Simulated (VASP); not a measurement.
Here is a VASP 6.6.1 calculation.

File INCAR:

```
PREC = Accurate
ENCUT = 520
EDIFF = 1E-6
ISMEAR = 0
SIGMA = 0.05
LREAL = False
LASPH = True
NELM = 100
ALGO = Normal
ISIF = 2
LWAVE = False
LCHARG = True
GGA = PS
LELF = True
LVHAR = True
NBANDS = 25
```

Contents of KPOINTS:

```
regular mesh
0
Gamma
  10 10 6
```

POSCAR

```
HgP
1.0
    3.6757958979      0.0000000000      0.0000000000
   -1.8378979490      3.1833326267      0.0000000000
    0.0000000000      0.0000000000      6.8554819369
Hg P
2 2
Direct
    0.0000000000      0.0000000000      0.0000000000
    0.0000000000      0.0000000000      0.5000000000
    0.3333333333      0.6666666667      0.2500000000
    0.6666666667      0.3333333333      0.7500000000
```

Potentials or basis: VASP PAW PBE potentials, release 64 (Hg, P).

Run with:

```console
$ cat potpaw_PBE.64/Hg/POTCAR potpaw_PBE.64/P/POTCAR > POTCAR
$ mpirun -np 1 vasp_std > vasp.out
```

(1) Predict the band gap on the k mesh.

(2) What does it give for the pressure?

## Answers

(1) zero (band 17 reaches 5.99 eV, above the bottom of band 18 at 3.16 eV).

(2) 0.6 GPa.

Caveat: the PAW data sets were made with another functional, which shifts forces and pressure a little; spin-orbit coupling is left out, which moves the levels of the heavy elements.
